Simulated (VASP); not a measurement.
**Ta: density of states with PBE**

The system is Ta.

```
Ta
1.0
    -1.63914    1.63914    1.63914
     1.63914   -1.63914    1.63914
     1.63914    1.63914   -1.63914
Ta
1
Direct
  0.00000 0.00000 0.00000
```

| Item | Value |
| --- | --- |
| Program | VASP 6.6.1 |
| Task | density of states |
| Functional | PBE |
| Potentials or basis | VASP PAW PBE potentials, release 64 (Ta_pv) |
| Cutoff | 520 eV |
| k mesh | 14 × 14 × 14 |
| Occupations | gaussian, width 0.1523 eV |
| Spin | no spin polarisation |
| Dipole correction | no |
| k mesh for the DOS | 21 × 21 × 21 |
| Occupations for the DOS | tetrahedron |
| Further INCAR settings | ALGO = Normal; EDIFF = 1e-06 |

The valence electrons inside the program's atomic spheres are Ta 8.98.

Levels at points of the mesh, in eV from the Fermi level:
```tsv
k point	band 3	band 4	band 5	band 6	band 7	band 8	band 9
(0.00, 0.00, 0.00)	-32.97	-7.98	0.75	0.75	0.75	4.10	4.10
```

Run time: 46 s on 1 thread of Intel Xeon 8259CL, with other jobs on the host, peak memory 0.19 GiB.

Caveat: spin-orbit coupling is left out, which moves the levels of the heavy elements.
